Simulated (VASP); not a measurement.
# Ca (Fd-3m) in VASP: notebook

Runs on Ca. Level: r2SCAN. Tasks: single point.

Program: VASP 6.6.1. These are calculated values, not measurements. Logs are shortened: lines on timing, memory, paths and dates and some standing lists are left out, and cuts for length are marked.

## Step 1: The cell of the first run

The structure is cubic, space group Fd-3m (No. 227). The conventional cell has a = 8.664 Å, b = 8.664 Å, c = 8.664 Å, α = 90.00°, β = 90.00°, γ = 90.00°. Ca (site symmetry -43m) has 4 Ca at 3.75 Å within 4.9 Å.

## Step 2: Single point, r2SCAN

The input, POSCAR:

```
Ca
1.0
    0.0000000000      4.3318508546      4.3318508546
    4.3318508546      0.0000000000      4.3318508546
    4.3318508546      4.3318508546      0.0000000000
Ca
2
Direct
    0.5000000000      0.5000000000      0.5000000000
    0.7500000000      0.7500000000      0.7500000000
```

The input, INCAR.step1:

```
SYSTEM = Ca
PREC     = Accurate       ! precision mode
ENCUT    = 520            ! plane-wave cutoff, eV
ISMEAR   = 0              ! smearing method
SIGMA    = 0.1            ! smearing width, eV
LREAL    = .False.        ! projectors in reciprocal space
LASPH    = .True.         ! aspherical terms in the spheres
NELM     = 100            ! most SCF steps
NBANDS   = 17             ! bands
GGA      = PE             ! functional
ALGO     = Normal         ! electronic algorithm
EDIFF    = 1E-4           ! SCF threshold, eV
LWAVE    = .True.         ! write WAVECAR
LCHARG   = .False.        ! write CHGCAR
```

The input, INCAR.step2:

```
SYSTEM = Ca
PREC     = Accurate       ! precision mode
ENCUT    = 520            ! plane-wave cutoff, eV
EDIFF    = 1E-7           ! SCF threshold, eV
ISMEAR   = 0              ! smearing method
SIGMA    = 0.1            ! smearing width, eV
LREAL    = .False.        ! projectors in reciprocal space
LASPH    = .True.         ! aspherical terms in the spheres
NELM     = 100            ! most SCF steps
ALGO     = Normal         ! electronic algorithm
ISIF     = 2              ! what is computed and relaxed
LWAVE    = .False.        ! write WAVECAR
LCHARG   = .False.        ! write CHGCAR
METAGGA  = R2SCAN         ! meta-GGA
LMIXTAU  = .True.       
NBANDS   = 17             ! bands
ISTART   = 1
```

The input, KPOINTS:

```
Automatic mesh
0
Gamma
  12 12 12
  0 0 0
```

Potentials or basis: VASP PAW PBE potentials, release 64 (Ca_sv).

The run is started by

```sh
> cat potpaw_PBE.64/Ca_sv/POTCAR > POTCAR
> cp INCAR.step1 INCAR
> mpirun -np 1 vasp_std > vasp.out
> cp INCAR.step2 INCAR
> mpirun -np 1 vasp_std > vasp.out
```

OUTCAR:

```text
SYSTEM = Ca
   PREC = Accurate
   ENCUT = 520
   EDIFF = 1E-7
   ISMEAR = 0
   LREAL = .False.
   LASPH = .True.
   NELM = 100
   ISIF = 2
   METAGGA = R2SCAN
   ISTART = 1

 ion  position               nearest neighbor table
   1  0.500  0.500  0.500-
   2  0.750  0.750  0.750-

  LATTYP: Found a face centered cubic cell.
 ALAT       =     8.6637017092

  Lattice vectors:

 A1 = (   0.0000000000,   4.3318508546,   4.3318508546)
 A2 = (   4.3318508546,   0.0000000000,   4.3318508546)
 A3 = (   4.3318508546,   4.3318508546,   0.0000000000)

Analysis of symmetry for initial positions (statically):
=====================================================================
 Subroutine PRICEL returns:
 Original cell was already a primitive cell.

 Routine SETGRP: Setting up the symmetry group for a
 face centered cubic supercell.

 Subroutine GETGRP returns: Found 48 space group operations
 (whereof 24 operations were pure point group operations)
 out of a pool of 48 trial point group operations.

The static configuration has the point symmetry T_d .
 The point group associated with its full space group is O_h .

Analysis of symmetry for dynamics (positions and initial velocities):
=====================================================================
 Subroutine PRICEL returns:
 Original cell was already a primitive cell.

 Routine SETGRP: Setting up the symmetry group for a
 face centered cubic supercell.

 Subroutine GETGRP returns: Found 48 space group operations
 (whereof 24 operations were pure point group operations)
 out of a pool of 48 trial point group operations.

The dynamic configuration has the point symmetry T_d .
 The point group associated with its full space group is O_h .

 Subroutine INISYM returns: Found 48 space group operations
 (whereof 24 operations are pure point group operations),
 and found     1 'primitive' translations

----------------------------------------------------------------------------------------

                                     Primitive cell

  volume of cell :     162.5738

  direct lattice vectors                    reciprocal lattice vectors
     0.000000000  4.331850855  4.331850855    -0.115424103  0.115424103  0.115424103
     4.331850855  0.000000000  4.331850855     0.115424103 -0.115424103  0.115424103
     4.331850855  4.331850855  0.000000000     0.115424103  0.115424103 -0.115424103

  length of vectors
     6.126162229  6.126162229  6.126162229     0.199920411  0.199920411  0.199920411

  position of ions in fractional coordinates (direct lattice)
     0.500000000  0.500000000  0.500000000
     0.750000000  0.750000000  0.750000000

  ion indices of the primitive-cell ions
   primitive index   ion index
                 1           1
                 2           2

----------------------------------------------------------------------------------------

 KPOINTS: Automatic mesh

Automatic generation of k-mesh.
 Grid dimensions read from file:
 generate k-points for:   12   12   12

 Generating k-lattice:

  Cartesian coordinates                     Fractional coordinates (reciprocal lattice)
    -0.009618675  0.009618675  0.009618675     0.083333333  0.000000000  0.000000000
     0.009618675 -0.009618675  0.009618675     0.000000000  0.083333333  0.000000000
     0.009618675  0.009618675 -0.009618675     0.000000000  0.000000000  0.083333333

  Length of vectors
     0.016660034  0.016660034  0.016660034

  Shift w.r.t. Gamma in fractional coordinates (k-lattice)
     0.000000000  0.000000000  0.000000000

 Subroutine IBZKPT returns following result:
 ===========================================

 Found     72 irreducible k-points:

 Following reciprocal coordinates:
            Coordinates               Weight
  0.000000  0.000000  0.000000      1.000000
  0.083333  0.000000  0.000000      8.000000
  0.166667  0.000000  0.000000      8.000000
  0.250000  0.000000  0.000000      8.000000
  0.333333  0.000000  0.000000      8.000000
  0.416667  0.000000  0.000000      8.000000
[... 16 lines left out ...]
  0.500000  0.166667  0.000000     24.000000
 -0.416667  0.166667  0.000000     24.000000
 [... further k-points ...]
   k-points           NKPTS =     72   k-points in BZ     NKDIM =     72   number of bands    NBANDS=     17
   number of dos      NEDOS =    301   number of ions     NIONS =      2
   total plane-waves  NPLWV = 110592
   dimension x,y,z NGX =    48 NGY =   48 NGZ =   48
   dimension x,y,z NGXF=    96 NGYF=   96 NGZF=   96
   ions per type =               2
   NGX,Y,Z   is equivalent  to a cutoff of  13.03, 13.03, 13.03 a.u.
   NGXF,Y,Z  is equivalent  to a cutoff of  26.05, 26.05, 26.05 a.u.
 SYSTEM =  Ca
   PREC   = accura    normal or accurate (medium, high low for compatibility)
   ISTART =      1    job   : 0-new  1-cont  2-samecut
   ICHARG =      0    charge: 1-file 2-atom 10-const
   ISPIN  =      1    spin polarized calculation?
   LNONCOLLINEAR =      F non collinear calculations
   LSORBIT =      F    spin-orbit coupling
   LASPH  =      T    aspherical Exc in radial PAW
   ENCUT  =  520.0 eV  38.22 Ry    6.18 a.u.  11.39 11.39 11.39*2*pi/ulx,y,z
   NELM   =    100;   NELMIN=  2; NELMDL=  0     # of ELM steps
   EDIFF  = 0.1E-06   stopping-criterion for ELM
   LREAL  =      F    real-space projection
   EDIFFG = 0.1E-05   stopping-criterion for IOM
   NSW    =      0    number of steps for IOM
   IBRION =     -1    ionic relax: 0-MD 1-quasi-New 2-CG
   NFREE  =      0    steps in history (QN), initial steepest desc. (CG)
   ISIF   =      2    stress and relaxation
   ISYM   =      2    0-nonsym 1-usesym 2-fastsym
   POTIM  = 0.5000    time-step for ionic-motion
   TEBEG  =    0.0;   TEEND  =   0.0 temperature during run
   PSTRESS=    0.0 pullay stress
   NELECT =      20.0000    total number of electrons
   NUPDOWN=      -1.0000    fix difference up-down
   EMIN   =  10.00;   EMAX   =-10.00  energy-range for DOS
   EFERMI =   0.00;   METHOD = LEGACY
   ISMEAR =     0;   SIGMA  =   0.10  broadening in eV -4-tet -1-fermi 0-gaus
   EFERMI_NEDOS =   21; number of points for ismear=-14 and -15
   IALGO  =     38    algorithm
   IMIX   =      4    mixing-type and parameters
     AMIX     =   0.40;   BMIX     =  1.00
     AMIX_MAG =   1.60;   BMIX_MAG =  1.00
  volume/ion in A,a.u.               =      81.29       548.55
  Fermi-wavevector in a.u.,A,eV,Ry     =   0.814207  1.538628  9.019745  0.662933
  Thomas-Fermi vector in A             =   1.924072
   LORBIT       =      0    0 simple, 1 ext, 2 COOP (PROOUT), +10 PAW based schemes
   METAGGA = R2SCAN    functional components
   LHFCALC =     F    Hartree Fock is set to
   AEXX    =    0.0000 exact exchange contribution
   IVDW    =     0    specifies the selected vdW correction
   LEPSILON=     F    determine dielectric tensor
   LRPA    =     F    only Hartree local field effects (RPA)
 non-spin polarized calculation
 Gauss-broadening in eV      SIGMA  =   0.10
  energy-cutoff  :      520.00
  volume of cell :      162.57
 maximum number of plane-waves:      4411
 NGX is ok and might be reduce to    48
   NGX = 23   NGY = 23   NGZ = 23

 number of electron      20.0000001 magnetization

 Free energy of the ion-electron system (eV)
  ---------------------------------------------------
  ext. energy  EPLUGINS =         0.00000000
  ---------------------------------------------------
  free energy    TOTEN  =       -11.80404045 eV

  energy without entropy =      -11.78848767  energy(sigma->0) =      -11.79626406

 E-fermi :  -0.0603     XC(G=0):  -6.0753

 val. band max:       -0.0644432182   @ k =  -0.4167   0.4167   0.0833
 cond. band min:      -0.0551207089   @ k =  -0.2500   0.0833   0.0000
 fundamental gap:      0.0093225092
 Fermi energy:        -0.0602672997

 k-point     1 :       0.0000    0.0000    0.0000
  band No.  band energies     occupation
      1     -45.1408      2.00000
      2     -45.1248      2.00000
      3     -25.2326      2.00000
      4     -25.2326      2.00000
      5     -25.2326      2.00000
      6     -25.1733      2.00000
[... 9 lines left out ...]
     16       1.4832      0.00000
     17       1.4832      0.00000

 k-point     2 :       0.0833    0.0000    0.0000
  band No.  band energies     occupation
      1     -45.1406      2.00000
      2     -45.1250      2.00000
      3     -25.2330      2.00000
      4     -25.2330      2.00000
      5     -25.2324      2.00000
      6     -25.1736      2.00000
[... 9 lines left out ...]
     16       1.4876      0.00000
     17       1.4876      0.00000

 k-point     3 :       0.1667    0.0000    0.0000
  band No.  band energies     occupation
      1     -45.1400      2.00000
      2     -45.1256      2.00000
      3     -25.2341      2.00000
      4     -25.2340      2.00000
      5     -25.2318      2.00000
      6     -25.1744      2.00000
[... 9 lines left out ...]
     16       1.5096      0.00000
     17       1.5096      0.00000

 k-point     4 :       0.2500    0.0000    0.0000
  band No.  band energies     occupation
      1     -45.1391      2.00000
      2     -45.1265      2.00000
      3     -25.2355      2.00000
      4     -25.2354      2.00000
      5     -25.2309      2.00000
      6     -25.1755      2.00000
[... 9 lines left out ...]
     16       1.5678      0.00000
     17       1.5679      0.00000
[... 343 lines left out ...]
      1     -45.1371      2.00000
      2     -45.1286      2.00000
      3     -25.2403      2.00000
      4     -25.2392      2.00000
      5     -25.2232      2.00000
      6     -25.1834      2.00000
[... 9 lines left out ...]
     16       1.6849      0.00000
     17       1.7569      0.00000

 k-point    23 :       0.5000    0.1667    0.0000
  band No.  band energies     occupation
      1     -45.1363      2.00000
      2     -45.1294      2.00000
      3     -25.2415      2.00000
      4     -25.2395      2.00000
      5     -25.2221      2.00000
      6     -25.1845      2.00000
[... 9 lines left out ...]
     16       1.8185      0.00000
     17       1.8221      0.00000

 k-point    24 :      -0.4167    0.1667    0.0000
  band No.  band energies     occupation
      1     -45.1362      2.00000
      2     -45.1295      2.00000
      3     -25.2419      2.00000
      4     -25.2390      2.00000
      5     -25.2223      2.00000
      6     -25.1843      2.00000
[... 9 lines left out ...]
     16       1.7717      0.00000
     17       1.9342      0.00000

 [... further k-points ...]
[... 5 lines left out ...]
  --------------------------------------------------------------------------------------
  -------------------------------------------------------------------------------------
  Total        0.0373106      0.0373106      0.0373106      0.0000000      0.0000000      0.0000000
  in kB        0.3676991      0.3676991      0.3676991      0.0000000      0.0000000      0.0000000
  external PRESSURE =       0.3676991 kB  Pullay stress =       0.0000000 kB

 VOLUME and BASIS-vectors are now :
 -----------------------------------------------------------------------------
  energy-cutoff  :      520.00
  volume of cell :      162.57
      direct lattice vectors                 reciprocal lattice vectors
     0.000000000  4.331850855  4.331850855    -0.115424103  0.115424103  0.115424103
     4.331850855  0.000000000  4.331850855     0.115424103 -0.115424103  0.115424103
     4.331850855  4.331850855  0.000000000     0.115424103  0.115424103 -0.115424103

 POSITION                                       TOTAL-FORCE (eV/Angst)
 -----------------------------------------------------------------------------------
      4.33185      4.33185      4.33185        -0.000000     -0.000000     -0.000000
      6.49778      6.49778      6.49778         0.000000      0.000000      0.000000
 -----------------------------------------------------------------------------------
    total drift:                               -0.000000     -0.000000      0.000000

  FREE ENERGIE OF THE ION-ELECTRON SYSTEM (eV)
  ---------------------------------------------------
  free  energy   TOTEN  =       -11.8040404544 eV

  energy  without entropy=      -11.7884876695  energy(sigma->0) =      -11.79626406
```

Wall time 7 min (1 thread of Intel Xeon 6975P-C (Granite Rapids), shared host); peak memory 0.45 GiB.

What came out:

```yaml
Free_energy: -11.8040 eV
Pressure: 0.0 GPa
Band_gap_on_the_k_mesh: zero (band 10 reaches 0.65 eV, above the bottom of band 11 at -0.27 eV)
```

Levels at points of the mesh, in eV from the Fermi level:
```csv
k point,band 8,band 9,band 10,band 11,band 12,band 13
"(0.00, 0.00, 0.00)",-25.11,-3.20,0.71,0.71,0.71,1.03
"(0.50, 0.00, 0.00)",-25.11,-2.01,-1.00,0.86,0.86,0.88
"(0.50, 0.50, 0.00)",-25.10,-1.17,-1.17,0.32,0.32,0.78
```

Caveat: the PAW data sets were made with another functional, which shifts forces and pressure a little.

## Step 3: Single point, r2SCAN

This run uses another cell than the first one, of 49.54 Å³/atom, 0.609 times its volume.

The input, POSCAR:

```
Ca
1.0
    0.0000000000      3.6726468674      3.6726468674
    3.6726468674      0.0000000000      3.6726468674
    3.6726468674      3.6726468674      0.0000000000
Ca
2
Direct
    0.5000000000      0.5000000000      0.5000000000
    0.7500000000      0.7500000000      0.7500000000
```

The input, INCAR.step1:

```
SYSTEM = Ca
PREC = Accurate
ENCUT = 520
ISMEAR = 0
SIGMA = 0.1
LREAL = .FALSE.
LASPH = .TRUE.
NELM = 100
NBANDS = 17
GGA = PE
ALGO = Normal
EDIFF = 1E-4
LWAVE = .TRUE.
LCHARG = .FALSE.
```

The input, INCAR.step2:

```
SYSTEM = Ca
PREC = Accurate
ENCUT = 520
EDIFF = 1E-6
ISMEAR = 0
SIGMA = 0.1
LREAL = .FALSE.
LASPH = .TRUE.
NELM = 100
ALGO = Normal
ISIF = 2
LWAVE = .FALSE.
LCHARG = .FALSE.
METAGGA = R2SCAN
LMIXTAU = .TRUE.
NBANDS = 17
ISTART = 1
```

The input, KPOINTS:

```
regular mesh
0
G
  4 4 4
  0 0 0
```

Potentials or basis: VASP PAW PBE potentials, release 64 (Ca_sv).

The run is started by

```sh
> cat potpaw_PBE.64/Ca_sv/POTCAR > POTCAR
> cp INCAR.step1 INCAR
> mpirun -np 1 vasp_std > vasp.out
> cp INCAR.step2 INCAR
> mpirun -np 1 vasp_std > vasp.out
```

OUTCAR:

```text
SYSTEM = Ca
   PREC = Accurate
   ENCUT = 520
   EDIFF = 1E-6
   ISMEAR = 0
   LREAL = .FALSE.
   LASPH = .TRUE.
   NELM = 100
   ISIF = 2
   METAGGA = R2SCAN
   ISTART = 1

 ion  position               nearest neighbor table
   1  0.500  0.500  0.500-
   2  0.750  0.750  0.750-

  LATTYP: Found a face centered cubic cell.
 ALAT       =     7.3452937348

  Lattice vectors:

 A1 = (   0.0000000000,   3.6726468674,   3.6726468674)
 A2 = (   3.6726468674,   0.0000000000,   3.6726468674)
 A3 = (   3.6726468674,   3.6726468674,   0.0000000000)

Analysis of symmetry for initial positions (statically):
=====================================================================
 Subroutine PRICEL returns:
 Original cell was already a primitive cell.

 Routine SETGRP: Setting up the symmetry group for a
 face centered cubic supercell.

 Subroutine GETGRP returns: Found 48 space group operations
 (whereof 24 operations were pure point group operations)
 out of a pool of 48 trial point group operations.

[... 143 lines left out ...]
  ---------------------------------------------------
  free energy    TOTEN  =       -11.25400722 eV

  energy without entropy =      -11.22378896  energy(sigma->0) =      -11.23889809

 E-fermi :   1.3636     XC(G=0):  -7.6365

 val. band max:        1.3164477539   @ k =  -0.2500   0.2500   0.0000
 cond. band min:       1.4374187852   @ k =   0.2500   0.2500   0.0000
 fundamental gap:      0.1209710313
 Fermi energy:         1.3636487903

 k-point     1 :       0.0000    0.0000    0.0000
  band No.  band energies     occupation
      1     -43.2577      2.00000
      2     -43.1439      2.00000
      3     -23.4603      2.00000
      4     -23.4603      2.00000
      5     -23.4602      2.00000
      6     -23.2075      2.00000
[... 137 lines left out ...]
      4     -23.5203      2.00000
      5     -23.3368      2.00000
      6     -23.3368      2.00000
[... 9 lines left out ...]
     16       2.8959      0.00000
     17       4.5523      0.00000

------------------------ aborting loop because EDIFF is reached ----------------------------------------

  FORCE on cell =-STRESS in cart. coord.  units (eV):
  Direction    XX          YY          ZZ          XY          YZ          ZX
  --------------------------------------------------------------------------------------
  -------------------------------------------------------------------------------------
  Total        1.8776191      1.8776191      1.8776191      0.0000000     -0.0000000      0.0000000
  in kB       30.3634108     30.3634108     30.3634108      0.0000000     -0.0000000      0.0000000
  external PRESSURE =      30.3634108 kB  Pullay stress =       0.0000000 kB

 VOLUME and BASIS-vectors are now :
 -----------------------------------------------------------------------------
  energy-cutoff  :      520.00
  volume of cell :       99.08
      direct lattice vectors                 reciprocal lattice vectors
     0.000000000  3.672646867  3.672646867    -0.136141594  0.136141594  0.136141594
     3.672646867  0.000000000  3.672646867     0.136141594 -0.136141594  0.136141594
     3.672646867  3.672646867  0.000000000     0.136141594  0.136141594 -0.136141594

 POSITION                                       TOTAL-FORCE (eV/Angst)
 -----------------------------------------------------------------------------------
      3.67265      3.67265      3.67265         0.000000     -0.000000     -0.000000
      5.50897      5.50897      5.50897        -0.000000      0.000000      0.000000
 -----------------------------------------------------------------------------------
    total drift:                               -0.000000     -0.000000      0.000000

  FREE ENERGIE OF THE ION-ELECTRON SYSTEM (eV)
  ---------------------------------------------------
  free  energy   TOTEN  =       -11.2540072197 eV

  energy  without entropy=      -11.2237889561  energy(sigma->0) =      -11.23889809
```

OSZICAR.step1:

```text
N       E                     dE             d eps       ncg     rms          rms(c)
DAV:   1     0.175556562698E+03    0.17556E+03   -0.10417E+04   272   0.105E+03
DAV:   2     0.827851188184E+01   -0.16728E+03   -0.16537E+03   309   0.314E+02
DAV:   3    -0.102524912213E+01   -0.93038E+01   -0.91817E+01   525   0.534E+01
DAV:   4    -0.132009187571E+01   -0.29484E+00   -0.29391E+00   343   0.103E+01
DAV:   5    -0.133387574847E+01   -0.13784E-01   -0.13777E-01   445   0.147E+00    0.218E+00
DAV:   6    -0.130248451729E+01    0.31391E-01   -0.48220E-02   349   0.174E+00    0.134E+00
DAV:   7    -0.129737265109E+01    0.51119E-02   -0.30599E-02   338   0.160E+00    0.227E-01
DAV:   8    -0.129665998317E+01    0.71267E-03   -0.47352E-03   330   0.546E-01    0.285E-02
DAV:   9    -0.129674864492E+01   -0.88662E-04   -0.62586E-04   287   0.120E-01
   1 F= -.12967486E+01 E0= -.12804941E+01  d E =-.325091E-01
```

Wall time 46 s (1 thread of Intel Xeon 6975P-C (Granite Rapids), shared host); peak memory 0.25 GiB.

What came out:

- Free energy: -11.2540 eV
- Pressure: 3.0 GPa
- Band gap on the k mesh: zero (band 10 reaches 2.21 eV, above the bottom of band 11 at 0.98 eV)

Caveat: the k points lie up to 0.37 Å⁻¹ apart; the PAW data sets were made with another functional, which shifts forces and pressure a little.
